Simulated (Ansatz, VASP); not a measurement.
# One calculation of Hg, two programs

```
Hg
1.0
     3.18968    0.00000    0.00000
    -1.59484    2.76234    0.00000
     0.00000    0.00000   10.65825
Hg
4
Cartesian
  -1.5948 2.7623 10.6583
  -1.5948 2.7623 5.3291
  0.0000 1.8416 2.6646
  1.5948 0.9208 7.9937
```

Alike in both runs: task single point; functional PBEsol; k mesh 13 × 13 × 4; occupations fermi-dirac, width 0.1 eV; no spin polarisation.

```csv
,VASP,Ansatz
version,VASP 6.6.1,Ansatz 0.2.0
potentials or method,"VASP PAW PBE potentials, release 64 (Hg), cutoff 520 eV","plane waves (420 eV) with PAW, scalar-relativistic"
valence electrons in the cell,48,80
```

```tsv
	VASP	Ansatz	Ansatz less VASP
pressure (GPa)	0.5	0.2	-0.34
traceless stress, the component that is largest in VASP (GPa)	-0.42	-0.38	+0.033
```

VASP's potentials were made for PBE, not for PBEsol, and Ansatz warns of the same on its side. The functional is the same, so the differences come from potentials, cutoffs and numerics. VASP's potentials hold 48 valence electrons a cell and Ansatz's 80, so a difference there can come from the potentials and not from the codes.

Spin-orbit coupling is off throughout.
